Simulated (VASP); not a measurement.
Set up this calculation in VASP 6.6.1, as the native input.

| Property | Result |
| --- | --- |
| Task | single point |
| Functional | PBE |
| Dispersion | D3(BJ) |
| Potentials or basis | VASP PAW PBE potentials, release 64 (O, H, Na_pv) |
| Cutoff | 520 eV |
| k mesh | 1 × 1 × 1 |
| Occupations | fermi-dirac, width 0.02 eV |
| Spin | no spin polarisation |
| Dipole correction | no |
| Further INCAR settings | LREAL = Auto; ALGO = Normal; EDIFF = 1e-06; NBANDS = 47 |

The structure of NaH13O7 lies in POSCAR:

```
NaH13O7
1.0
    6.0731780000      0.0000000000      0.0000000000
    0.0000000000      6.0731780000      0.0000000000
    0.0000000000      0.0000000000      6.0731780000
O H Na
7 13 1
Direct
    0.1829190582      0.4425524824      0.5843727946
    1.0304654334      0.3932866779      0.9790426034
    0.0352369056      1.0185935601      0.7235091743
    0.4576351953      0.5716117657      0.1538403781
    0.9918694957      0.7525878543      0.3049638921
    0.5992908490      1.2205306678      0.9326747874
    0.6395004395     -0.0204505779      0.2566695723
    0.0497268481      0.5060777076      0.5101447710
    0.3067916007      0.5309575975      0.5353045802
    1.0879641598      0.4420914388      0.8319367554
    0.8725579919      0.3581156357      0.9800140882
    0.0988444600      1.1576640764      0.6751489912
    0.0629983182      0.9100013206      0.6061241742
    0.5511941195      0.4730307592      0.0593099692
    0.5569242331      0.6982505700      0.2004057843
    0.8531612279      0.8392475900      0.2683932531
    1.0055361460      0.6147852080      0.2024804806
    0.6417068625      1.1007910521      1.0833701894
    0.6996830984      1.1581580517      0.8195050433
    0.6418879868      0.0542549551      0.3984734187
    0.2641450654     -0.0216196528      0.0265758718
```

These files were run (other wordings do the same):

INCAR

```
SYSTEM = NaH13O7
PREC = Accurate
ENCUT = 520
EDIFF = 1E-6
ISMEAR = -1
SIGMA = 0.02
LREAL = Auto
LASPH = .TRUE.
NELM = 80
ALGO = Normal
ISIF = 2
LWAVE = .FALSE.
LCHARG = .TRUE.
GGA = PE
IVDW = 12
LELF = .TRUE.
LVHAR = .TRUE.
NBANDS = 47
```

KPOINTS

```
Automatic mesh
0
G
  1 1 1
  0 0 0
```

Potentials or basis: VASP PAW PBE potentials, release 64 (O, H, Na_pv).

Launch:

```bash
$ cat potpaw_PBE.64/O/POTCAR potpaw_PBE.64/H/POTCAR potpaw_PBE.64/Na_pv/POTCAR > POTCAR
$ mpirun -np 1 vasp_gam > vasp.out
```

Results of the run:

```
Pressure                   : -1.8 GPa
Largest force              : 2.060 eV/Å
Dispersion energy per atom : -0.041 eV
```

Caveat: the k points lie up to 1.03 Å⁻¹ apart; the atoms stand as in a frame of molecular dynamics.

It took 65 s on 1 thread of Intel Xeon 8259CL (shared host), peak memory 0.3 GiB.
